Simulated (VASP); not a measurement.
A run of VASP 6.6.1 is set up as follows.

INCAR

```
PREC     = Accurate       # precision mode
ENCUT    = 600            # plane-wave cutoff, eV
EDIFF    = 1E-6           # SCF threshold, eV
ISMEAR   = 0              # smearing method
SIGMA    = 0.1            # smearing width, eV
LREAL    = False          # projectors in reciprocal space
LASPH    = True           # aspherical terms in the spheres
NELM     = 60             # most SCF steps
ALGO     = Normal         # electronic algorithm
ISIF     = 3              # what is computed and relaxed
LWAVE    = False          # write WAVECAR
LCHARG   = False          # write CHGCAR
GGA      = PE             # functional
IBRION   = 2              # ionic algorithm
NSW      = 100            # ionic steps
EDIFFG   = -0.01          # ionic threshold
```

The input KPOINTS:

```
regular mesh
0
Gamma
  20 20 20
```

The input POSCAR:

```
Ge
1.0
    2.7513208047      0.0000000000      0.0000000000
    0.0000000000      2.7513208047      0.0000000000
    0.0000000000      0.0000000000      2.6449540389
Ge
1
Direct
    0.0000000000      0.0000000000      0.0000000000
```

Potentials or basis: VASP PAW PBE potentials, release 64 (Ge_d).

Run with:

```console
$ cat potpaw_PBE.64/Ge_d/POTCAR > POTCAR
$ mpirun -np 1 vasp_std > vasp.out
```

(1) Predict the band gap on the k mesh.

(2) What does it give for the relaxed cell?

Answers

(1) zero (bands 7 and 8 overlap by 9.09 eV).

(2) a = 2.712 Å, b = 2.712 Å, c = 2.712 Å, α = 90.00°, β = 90.00°, γ = 90.00°.
